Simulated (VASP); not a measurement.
**AlAs (t.b): single point with PBE**

The system is AlAs (t.b).

```
Al As
1.0
     0.00000    2.86386    2.86386
     2.86386    0.00000    2.86386
     2.86386    2.86386    0.00000
Al As
1 1
Direct
  0.00000 0.00000 0.00000
  0.25000 0.25000 0.25000
```

```yaml
Program: VASP 6.6.1
Task: single point
Functional: PBE
Potentials_or_basis: VASP PAW PBE potentials, release 64 (Al, As)
Cutoff: 500 eV
k_mesh: 8 × 8 × 8
Occupations: gaussian, width 0.02 eV
Spin: no spin polarisation
Dipole_correction: no
Further_INCAR_settings: ALGO = Normal; EDIFF = 1e-06; NBANDS = 11
```

```
Pressure               : 0.2 GPa
Band gap on the k mesh : 1.49 eV, indirect (least direct gap 1.78 eV)
```

Levels at points of the mesh, in eV from the valence-band top:
| k point | band 1 | band 2 | band 3 | band 4 | band 5 | band 6 | band 7 | band 8 | band 9 |
| --- | --- | --- | --- | --- | --- | --- | --- | --- | --- |
| (0.00, 0.00, 0.00) | -11.67 | 0.00 | 0.00 | 0.00 | 1.78 | 4.23 | 4.23 | 4.23 | 8.68 |
| (0.50, 0.00, 0.00) | -10.33 | -5.42 | -0.80 | -0.80 | 2.01 | 4.65 | 4.65 | 7.68 | 10.91 |
| (0.50, 0.50, 0.00) | -9.81 | -5.31 | -2.10 | -2.10 | 1.49 | 2.29 | 10.06 | 10.06 | 11.39 |

It took 14 s on 1 thread of Intel(R) Xeon(R) Platinum 8259CL CPU @ 2.50GHz (Skylake/Cascade Lake) (shared host), peak memory 0.17 GiB.

A k mesh can miss the band edges. PBE gaps usually lie below the measured ones, often by a third to a half.
